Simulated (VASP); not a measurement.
# LaSb (Fm-3m) in VASP: a series of runs

LaSb is run at these levels: LDA; tasks: electric field gradients.

All numbers are computed with VASP 6.6.1; they aren't measurements. Logs are shortened: lines on timing, memory, paths and dates and some standing lists are left out, and cuts for length are marked.

### Step 1. The cell of the first run

The structure is cubic, space group Fm-3m (No. 225). The conventional cell has a = 4.973 Å, b = 4.973 Å, c = 4.973 Å, α = 90.00°, β = 90.00°, γ = 90.00°. La (site symmetry m-3m) has 6 Sb at 2.49 Å within 3.3 Å. Within 3.3 Å of Sb (site symmetry m-3m) lie 6 La at 2.49 Å.

### Step 2. Electric field gradients, LDA (15.38 Å³/atom)

INCAR

```
SYSTEM = LaSb
PREC = Accurate ; ENCUT = 520
EDIFF = 1E-8 ; ISMEAR = -1
SIGMA = 0.05 ; LREAL = .False.
LASPH = .True. ; NELM = 80
ALGO = Normal ; ISIF = 2
LWAVE = .False. ; LCHARG = .False.
GGA = CA ; LEFG = .True.
NBANDS = 15
```

KPOINTS

```
Automatic mesh
0
Gamma
  10 10 10
  0 0 0
```

POSCAR

```
LaSb
1.0
    0.0000000000      2.4866741081      2.4866741081
    2.4866741081      0.0000000000      2.4866741081
    2.4866741081      2.4866741081      0.0000000000
La Sb
1 1
Direct
    0.0000000000      0.0000000000      0.0000000000
    0.5000000000      0.5000000000      0.5000000000
```

Potentials or basis: VASP PAW LDA potentials, release 64 (La, Sb).

Launch:

```console
$ cat potpaw_LDA.64/La/POTCAR potpaw_LDA.64/Sb/POTCAR > POTCAR
$ mpirun -np 1 vasp_std > vasp.out
```

OUTCAR:

```text
SYSTEM = LaSb
   PREC = Accurate
   ENCUT = 520
   EDIFF = 1E-8
   ISMEAR = -1
   LREAL = .False.
   LASPH = .True.
   NELM = 80
   ISIF = 2
   GGA = CA

 ion  position               nearest neighbor table
   1  0.000  0.000  0.000-   2 2.49   2 2.49   2 2.49   2 2.49   2 2.49   2 2.49
   2  0.500  0.500  0.500-   1 2.49   1 2.49   1 2.49   1 2.49   1 2.49   1 2.49

  LATTYP: Found a face centered cubic cell.
 ALAT       =     4.9733482162

  Lattice vectors:

 A1 = (   0.0000000000,   2.4866741081,   2.4866741081)
 A2 = (   2.4866741081,   0.0000000000,   2.4866741081)
 A3 = (   2.4866741081,   2.4866741081,   0.0000000000)

Analysis of symmetry for initial positions (statically):
=====================================================================
 Subroutine PRICEL returns:
 Original cell was already a primitive cell.

 Routine SETGRP: Setting up the symmetry group for a
 face centered cubic supercell.

 Subroutine GETGRP returns: Found 48 space group operations
 (whereof 48 operations were pure point group operations)
 out of a pool of 48 trial point group operations.

The static configuration has the point symmetry O_h .

Analysis of symmetry for dynamics (positions and initial velocities):
=====================================================================
 Subroutine PRICEL returns:
 Original cell was already a primitive cell.

 Routine SETGRP: Setting up the symmetry group for a
 face centered cubic supercell.

 Subroutine GETGRP returns: Found 48 space group operations
 (whereof 48 operations were pure point group operations)
 out of a pool of 48 trial point group operations.

The dynamic configuration has the point symmetry O_h .

 Subroutine INISYM returns: Found 48 space group operations
 (whereof 48 operations are pure point group operations),
 and found     1 'primitive' translations

----------------------------------------------------------------------------------------

                                     Primitive cell

  volume of cell :      30.7529

  direct lattice vectors                    reciprocal lattice vectors
     0.000000000  2.486674108  2.486674108    -0.201071784  0.201071784  0.201071784
     2.486674108  0.000000000  2.486674108     0.201071784 -0.201071784  0.201071784
     2.486674108  2.486674108  0.000000000     0.201071784  0.201071784 -0.201071784

  length of vectors
[... 129 lines left out ...]

 E-fermi :  18.5621     XC(G=0): -13.3467

 val. band max:       18.5177644359   @ k =   0.0000   0.0000   0.0000
 cond. band min:      18.5636400627   @ k =  -0.1000   0.1000   0.0000
 fundamental gap:      0.0458756268
 Fermi energy:        18.5621497489

 k-point     1 :       0.0000    0.0000    0.0000
  band No.  band energies     occupation
      1     -14.0419      2.00000
      2       3.0326      2.00000
      3       3.0326      2.00000
      4       3.0326      2.00000
      5       8.1258      2.00000
      6      18.3063      1.98809
      7      18.3063      1.98809
      8      18.3063      1.98809
      9      18.5178      1.41683
     10      18.5178      1.41683
     11      18.5178      1.41683
     12      19.7281      0.00000
     13      21.1183      0.00000
     14      21.1183      0.00000
[... 401 lines left out ...]
      2       0.1781      2.00000
      3       1.9169      2.00000
      4       2.0626      2.00000
      5       8.4745      2.00000
      6      15.2949      2.00000
      7      17.2143      2.00000
      8      18.2372      1.99700
      9      19.0696      0.00008
     10      21.4367      0.00000
     11      21.6194      0.00000
     12      21.8249      0.00000
     13      22.1506      0.00000
     14      22.6274      0.00000
     15      23.2249      0.00000

 [... further k-points ...]
[... 5 lines left out ...]
  --------------------------------------------------------------------------------------
  -------------------------------------------------------------------------------------
  Total       38.8284066     38.8284066     38.8284066     -0.0000000      0.0000000     -0.0000000
  in kB     2022.8959205   2022.8959205   2022.8959205     -0.0000000      0.0000000     -0.0000000
  external PRESSURE =    2022.8959205 kB  Pullay stress =       0.0000000 kB

 VOLUME and BASIS-vectors are now :
 -----------------------------------------------------------------------------
  energy-cutoff  :      520.00
  volume of cell :       30.75
      direct lattice vectors                 reciprocal lattice vectors
     0.000000000  2.486674108  2.486674108    -0.201071784  0.201071784  0.201071784
     2.486674108  0.000000000  2.486674108     0.201071784 -0.201071784  0.201071784
     2.486674108  2.486674108  0.000000000     0.201071784  0.201071784 -0.201071784

 POSITION                                       TOTAL-FORCE (eV/Angst)
 -----------------------------------------------------------------------------------
      0.00000      0.00000      0.00000         0.000000     -0.000000      0.000000
      2.48667      2.48667      2.48667         0.000000      0.000000     -0.000000
 -----------------------------------------------------------------------------------
    total drift:                               -0.000000      0.000000      0.000000

  FREE ENERGIE OF THE ION-ELECTRON SYSTEM (eV)
  ---------------------------------------------------
  free  energy   TOTEN  =        -1.0154076868 eV

  energy  without entropy=       -1.0086047141  energy(sigma->0) =       -1.01200620

 Electric field gradients (V/A^2)
---------------------------------------------------------------------
 ion       V_xx      V_yy      V_zz      V_xy      V_xz      V_yz
---------------------------------------------------------------------
   1       0.000    -0.000    -0.000    -0.000    -0.000    -0.000
   2      -0.000     0.000    -0.000    -0.000    -0.000    -0.000
---------------------------------------------------------------------

 Electric field gradients after diagonalization (V/A^2)
 (convention: |V_zz| > |V_xx| > |V_yy|)
----------------------------------------------------------------------
 ion       V_xx      V_yy      V_zz     asymmetry (V_yy - V_xx)/ V_zz
----------------------------------------------------------------------
   1       0.000     0.000    -0.000       0.000
   2       0.000     0.000    -0.000       0.000
----------------------------------------------------------------------

           NMR quadrupolar parameters

 Cq : quadrupolar parameter    Cq=e*Q*V_zz/h
 eta: asymmetry parameters     (V_yy - V_xx)/ V_zz
 Q  : nuclear electric quadrupole moment in mb (millibarn)
----------------------------------------------------------------------
 ion       Cq(MHz)       eta       Q (mb)
----------------------------------------------------------------------
   1      -0.000       0.000       1.000
   2      -0.000       0.000       1.000
----------------------------------------------------------------------
```

OSZICAR:

```text
N       E                     dE             d eps       ncg     rms          rms(c)
DAV:   1     0.125402509562E+03    0.12540E+03   -0.55629E+03  1514   0.156E+03
DAV:   2     0.124743203430E+02   -0.11293E+03   -0.98912E+02  1601   0.231E+02
DAV:   3    -0.757507603907E+00   -0.13232E+02   -0.11793E+02  2205   0.990E+01
DAV:   4    -0.145975661868E+01   -0.70225E+00   -0.68660E+00  2298   0.215E+01
DAV:   5    -0.148988601786E+01   -0.30129E-01   -0.30114E-01  2065   0.352E+00    0.130E+01
DAV:   6    -0.117179678810E+01    0.31809E+00   -0.13184E-01  2279   0.420E+00    0.819E+00
DAV:   7    -0.101700132625E+01    0.15480E+00   -0.87063E-02  2383   0.289E+00    0.354E-01
DAV:   8    -0.101528462346E+01    0.17167E-02   -0.93646E-03  2215   0.114E+00    0.167E-01
DAV:   9    -0.101543077302E+01   -0.14615E-03   -0.96235E-04  2466   0.194E-01    0.610E-02
DAV:  10    -0.101540917994E+01    0.21593E-04   -0.12924E-04  2262   0.130E-01    0.246E-02
DAV:  11    -0.101540760799E+01    0.15720E-05   -0.69170E-06  2379   0.239E-02    0.228E-03
DAV:  12    -0.101540767723E+01   -0.69238E-07   -0.56743E-07  2011   0.514E-03    0.685E-04
DAV:  13    -0.101540768842E+01   -0.11193E-07   -0.58970E-08  2152   0.153E-03    0.236E-04
DAV:  14    -0.101540768680E+01    0.16180E-08   -0.49804E-09   932   0.776E-04
   1 F= -.10154077E+01 E0= -.10120062E+01  d E =-.680297E-02
```

stdout:

```text
POSCAR found type information on POSCAR LaSb
 POSCAR found :  2 types and       2 ions
 scaLAPACK will be used
 LDA part: xc-table for (Slater(with rela. corr.)+CA(PZ))
 , standard interpolation
 POSCAR, INCAR and KPOINTS ok, starting setup
 FFT: planning ... GRIDC
 FFT: planning ... GRID_SOFT
 FFT: planning ... GRID
 WAVECAR not read
 entering main loop
ion   1

ion   2
```

Wall time 14 s (1 thread of Intel Xeon 6975P-C (Granite Rapids), shared host); peak memory 0.16 GiB.

What came out:

| Quantity | Value |
| --- | --- |
| Free energy | -1.0154 eV |
| Pressure | 202.3 GPa |
| Band gap on the k mesh | zero (bands 8 and 9 overlap by 1.77 eV) |
| Largest electric field gradient by atom | zero within the noise of the run |

Caveat: the cell stands under pressure; spin-orbit coupling is left out, which moves the levels of the heavy elements.

### Step 3. Electric field gradients, LDA (27.34 Å³/atom)

This run uses another cell than the first one, of 27.34 Å³/atom.

INCAR

```
PREC = Accurate
ENCUT = 520
EDIFF = 1E-8
ISMEAR = -1
SIGMA = 0.05
LREAL = False
LASPH = True
NELM = 100
ALGO = Normal
ISIF = 2
LWAVE = False
LCHARG = False
LEFG = True
NBANDS = 15
```

KPOINTS

```
regular mesh
0
Gamma
  10 10 10
```

POSCAR

```
LaSb
1.0
    0.0000000000      3.0123911530      3.0123911530
    3.0123911530      0.0000000000      3.0123911530
    3.0123911530      3.0123911530      0.0000000000
La Sb
1 1
Direct
    0.0000000000      0.0000000000      0.0000000000
    0.5000000000      0.5000000000      0.5000000000
```

Potentials or basis: VASP PAW LDA potentials, release 64 (La, Sb).

Launch:

```console
$ cat potpaw_LDA.64/La/POTCAR potpaw_LDA.64/Sb/POTCAR > POTCAR
$ mpirun -np 1 vasp_std > vasp.out
```

OUTCAR:

```text
PREC = Accurate
   ENCUT = 520
   EDIFF = 1E-8
   ISMEAR = -1
   LREAL = False
   LASPH = True
   NELM = 100
   ISIF = 2

 ion  position               nearest neighbor table
   1  0.000  0.000  0.000-   2 3.01   2 3.01   2 3.01   2 3.01   2 3.01   2 3.01
   2  0.500  0.500  0.500-   1 3.01   1 3.01   1 3.01   1 3.01   1 3.01   1 3.01

  LATTYP: Found a face centered cubic cell.
 ALAT       =     6.0247823060

  Lattice vectors:

 A1 = (   0.0000000000,   3.0123911530,   3.0123911530)
 A2 = (   3.0123911530,   0.0000000000,   3.0123911530)
 A3 = (   3.0123911530,   3.0123911530,   0.0000000000)

Analysis of symmetry for initial positions (statically):
[... 642 lines left out ...]

  energy  without entropy=      -12.4368250507  energy(sigma->0) =      -12.43828181

 Electric field gradients (V/A^2)
---------------------------------------------------------------------
 ion       V_xx      V_yy      V_zz      V_xy      V_xz      V_yz
---------------------------------------------------------------------
   1       0.000    -0.000    -0.000     0.000     0.000     0.000
   2      -0.000     0.000     0.000     0.000     0.000     0.000
---------------------------------------------------------------------

 Electric field gradients after diagonalization (V/A^2)
 (convention: |V_zz| > |V_xx| > |V_yy|)
----------------------------------------------------------------------
 ion       V_xx      V_yy      V_zz     asymmetry (V_yy - V_xx)/ V_zz
----------------------------------------------------------------------
   1      -0.000    -0.000     0.000       0.000
   2      -0.000    -0.000     0.000       0.000
----------------------------------------------------------------------

           NMR quadrupolar parameters

 Cq : quadrupolar parameter    Cq=e*Q*V_zz/h
 eta: asymmetry parameters     (V_yy - V_xx)/ V_zz
 Q  : nuclear electric quadrupole moment in mb (millibarn)
----------------------------------------------------------------------
 ion       Cq(MHz)       eta       Q (mb)
----------------------------------------------------------------------
   1       0.000       0.000       1.000
   2       0.000       0.000       1.000
----------------------------------------------------------------------
```

stdout:

```text
POSCAR found type information on POSCAR LaSb
 POSCAR found :  2 types and       2 ions
 scaLAPACK will be used
 LDA part: xc-table for (Slater(with rela. corr.)+CA(PZ))
 , standard interpolation
 POSCAR, INCAR and KPOINTS ok, starting setup
 FFT: planning ... GRIDC
 FFT: planning ... GRID_SOFT
 FFT: planning ... GRID
 WAVECAR not read
 entering main loop
ion   1

ion   2
```

It took 14 s on 1 thread of Intel Xeon 6975P-C (Granite Rapids), shared host; peak memory 0.19 GiB.

What came out:

- Free energy: -12.4397 eV
- Pressure: 16.1 GPa
- Band gap on the k mesh: zero (bands 8 and 9 overlap by 0.55 eV)
- Largest electric field gradient by atom: zero within the noise of the run

Levels at points of the mesh, in eV from the Fermi level:
```csv
k point,band 4,band 5,band 6,band 7,band 8,band 9,band 10,band 11,band 12,band 13
"(0.00, 0.00, 0.00)",-15.44,-9.55,0.32,0.32,0.32,1.17,1.17,1.17,2.28,2.28
"(0.50, 0.00, 0.00)",-15.46,-7.29,-3.84,-2.09,-2.09,2.15,2.58,2.58,2.92,2.92
"(0.50, 0.50, 0.00)",-15.68,-8.97,-1.15,-0.81,0.00,0.00,2.68,2.74,2.82,2.82
```

Caveat: the cell stands under pressure; spin-orbit coupling is left out, which moves the levels of the heavy elements.
